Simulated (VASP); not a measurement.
Set up this calculation in VASP 6.6.1, as the native input.

* Task: single point
* Functional: PBE
* Potentials or basis: VASP PAW PBE potentials, release 64 (Si, W_sv)
* Cutoff: 520 eV
* k mesh: 9 × 9 × 6
* Occupations: gaussian, width 0.03 eV
* Spin: no spin polarisation
* Dipole correction: no
* Further INCAR settings: ALGO = Normal; EDIFF = 1e-07; NBANDS = 43

The structure of Si2W lies in POSCAR:

```
Si2W
1.0
    4.5900641255      0.0000000000      0.0000000000
   -2.2950320628      3.9751121377      0.0000000000
    0.0000000000      0.0000000000      6.7175588476
Si W
6 3
Direct
    0.8238313095      0.6476626189      0.5000000000
    0.1761686905      0.8238313095      0.8333333333
    0.6476626189      0.8238313095      0.1666666667
    0.1761686905      0.3523373811      0.5000000000
    0.8238313095      0.1761686905      0.8333333333
    0.3523373811      0.1761686905      0.1666666667
    0.0000000000      0.5000000000      0.1666666667
    0.5000000000      0.5000000000      0.8333333333
    0.5000000000      0.0000000000      0.5000000000
```

This cell differs from its parent crystal: atoms shifted along a free coordinate, c/a of the conventional cell at fixed volume 1.4635.

The input as run:

INCAR

```
PREC = Accurate
ENCUT = 520
EDIFF = 1E-7
ISMEAR = 0
SIGMA = 0.03
LREAL = False
LASPH = True
NELM = 100
ALGO = Normal
ISIF = 2
LWAVE = False
LCHARG = False
GGA = PE
NBANDS = 43
```

KPOINTS

```
regular mesh
0
Gamma
  9 9 6
```

Potentials or basis: VASP PAW PBE potentials, release 64 (Si, W_sv).

Command:

```sh
$ cat potpaw_PBE.64/Si/POTCAR potpaw_PBE.64/W_sv/POTCAR > POTCAR
$ mpirun -np 1 vasp_std > vasp.out
```

It gave:

```json
{
  "Pressure": "1.8 GPa",
  "Largest force": "1.554 eV/Å",
  "Band gap on the k mesh": "0.31 eV (least direct gap 0.80 eV)"
}
```

Caveat: spin-orbit coupling is left out, which moves the levels of the heavy elements; forces of over 1 eV/Å act on the atoms, so gaps and moduli don't describe the material at rest.

It took 2.8 min on 1 thread of Intel(R) Xeon(R) Platinum 8488C (Sapphire Rapids), with other jobs on the host, peak memory 0.36 GiB.
